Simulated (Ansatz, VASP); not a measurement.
## Au in VASP and in Ansatz

```
CELL_PARAMETERS angstrom
3.02944 0.00000 0.00000
-1.51472 2.62357 0.00000
0.00000 0.00000 9.77054
ATOMIC_POSITIONS crystal
Au 0.00000 0.00000 0.00000
Au 0.00000 0.00000 0.50000
Au 0.33333 0.66667 0.75000
Au 0.66667 0.33333 0.25000
```

Alike in both runs: task relaxation of cell and atoms; functional r2SCAN; k mesh 6 × 6 × 2; occupations gaussian, width 0.1 eV; no spin polarisation.

|  | VASP | Ansatz |
| --- | --- | --- |
| version | VASP 6.6.1 | Ansatz 0.2.0 |
| potentials or method | VASP PAW PBE potentials, release 64 (Au), cutoff 600 eV | scalar-relativistic, plane waves, PAW |
| valence electrons in the cell | 44 | 76 |

```tsv
	VASP	Ansatz	Ansatz less VASP
gap on the k mesh at the Fermi level, each at its own relaxed structure (eV)	none	none	-
relaxed volume (Å³/atom)	17.67	17.65	-0.023
relaxed cell length with the largest relative difference (Å)	2.956	2.952	-0.0038
```

VASP's potentials were made for PBE, not for r2SCAN. A gap of «none» marks a metal or a gap that the smearing closes. VASP's potentials hold 44 valence electrons a cell and Ansatz's 76, so a difference there can come from the potentials and not from the codes.

The k mesh is coarse, so the values compare programs but aren't converged. Spin-orbit coupling is off throughout.
